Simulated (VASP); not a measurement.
Si: single point with PBE

Si:

```
Si
1.0
    -3.35865    3.35865    2.01754
     3.35865   -3.35865    2.01754
     3.35865    3.35865   -2.01754
Si
4
Direct
  0.17861 0.17861 0.35722
  0.82139 0.82139 0.64278
  0.17861 0.82139 0.00000
  0.82139 0.17861 0.00000
```

| Property | Result |
| --- | --- |
| Program | VASP 6.6.1 |
| Task | single point |
| Functional | PBE |
| Potentials or basis | VASP PAW PBE potentials, release 64 (Si) |
| Cutoff | 520 eV |
| k mesh | 12 × 12 × 12 |
| Occupations | gaussian, width 0.05 eV |
| Spin | no spin polarisation |

```yaml
Pressure: -3.8 GPa
Largest_force: 0.270 eV/Å
Band_gap_on_the_k_mesh: 0.05 eV
```

Forces in eV/Å, atoms in the order of the input:
```
Si   0.191  0.191  0.000
Si  -0.191 -0.191  0.000
Si  -0.191  0.191  0.000
Si   0.191 -0.191  0.000
```

Stress tensor (GPa, compression positive):
```
-1.73  0.00  0.00
 0.00 -1.73  0.00
 0.00  0.00 -7.93
```

Levels at points of the mesh, in eV from the valence-band top:
```
           k point  band 5  band 6  band 7  band 8  band 9  band 10  band 11  band 12
(0.00, 0.00, 0.00)   -3.56   -1.58   -1.58   -0.64    1.16     1.36     1.36     2.33
(0.50, 0.00, 0.00)   -4.07   -3.28   -2.30   -1.26    0.97     2.41     3.11     3.51
(0.50, 0.50, 0.00)   -2.61   -2.11   -1.72   -1.60    1.22     1.64     1.96     3.97
(0.50, 0.50, 0.50)   -3.04   -0.30    0.00    0.00    0.05     2.25     3.70     4.17
```

Run time: 6.8 min on 1 thread of Intel(R) Xeon(R) Platinum 8375C CPU @ 2.90GHz (Ice Lake) (shared host), peak memory 0.33 GiB.

Caveat: the stress differs along the axes, from -8 to -2 GPa. A k mesh can miss the band edges.
